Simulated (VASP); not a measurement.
# CdS: electric field gradients with PBEsol

The system is CdS.

```xyz
4
Lattice="4.1485 0.0000 0.0000 -2.0743 3.5927 0.0000 0.0000 0.0000 6.7714" Properties=species:S:1:pos:R:3 pbc="T T T"
Cd    0.0000    2.3952    0.0000
Cd    2.0743    1.1976    3.3857
S     0.0000    2.3952    2.6070
S     2.0743    1.1976    5.9927
```

- Program: VASP 6.6.1
- Task: electric field gradients
- Functional: PBEsol
- Potentials or basis: VASP PAW PBE potentials, release 64 (Cd, S)
- Cutoff: 520 eV
- k mesh: 7 × 7 × 4
- Occupations: fermi-dirac, width 0.01 eV
- Spin: no spin polarisation
- Dipole correction: no
- Further INCAR settings: ALGO = Normal; EDIFF = 1e-08; NBANDS = 26

```
Pressure                                : -0.8 GPa
Largest force                           : 0.245 eV/Å
Band gap on the k mesh                  : 1.07 eV
Largest electric field gradient by atom : Cd +34.8; S -6.7 V/Å²
```

Forces in eV/Å, atoms in the order of the input:
```
Cd   0.000  0.000  0.245
Cd   0.000  0.000  0.245
S    0.000  0.000 -0.245
S    0.000  0.000 -0.245
```

Stress tensor (GPa, compression positive):
```
-0.09  0.00  0.00
 0.00 -0.09  0.00
 0.00  0.00 -2.08
```

Levels at points of the mesh, in eV from the valence-band top:
| k point | band 15 | band 16 | band 17 | band 18 | band 19 | band 20 | band 21 | band 22 |
| --- | --- | --- | --- | --- | --- | --- | --- | --- |
| (0.00, 0.00, 0.00) | -0.70 | -0.04 | 0.00 | 0.00 | 1.07 | 2.59 | 6.39 | 6.39 |
| (0.00, 0.00, 0.50) | -0.36 | -0.36 | -0.36 | -0.36 | 2.69 | 2.69 | 6.00 | 6.00 |

Electric field gradients, principal values (V/Å²):
```tsv
atom	least	middle	greatest (by size)
1 Cd	-17.393	-17.393	34.786
2 Cd	-17.393	-17.393	34.786
3 S	3.362	3.363	-6.725
4 S	3.362	3.363	-6.725
```

Run time: 2.6 min on 1 thread of Intel Xeon 8259CL, on a shared host, peak memory 0.24 GiB.

Caveat: without QUAD_EFG the Cq values of the log hold for a quadrupole moment of 1 mb, not for the nuclei; the PAW data sets were made with another functional, which shifts forces and pressure a little.
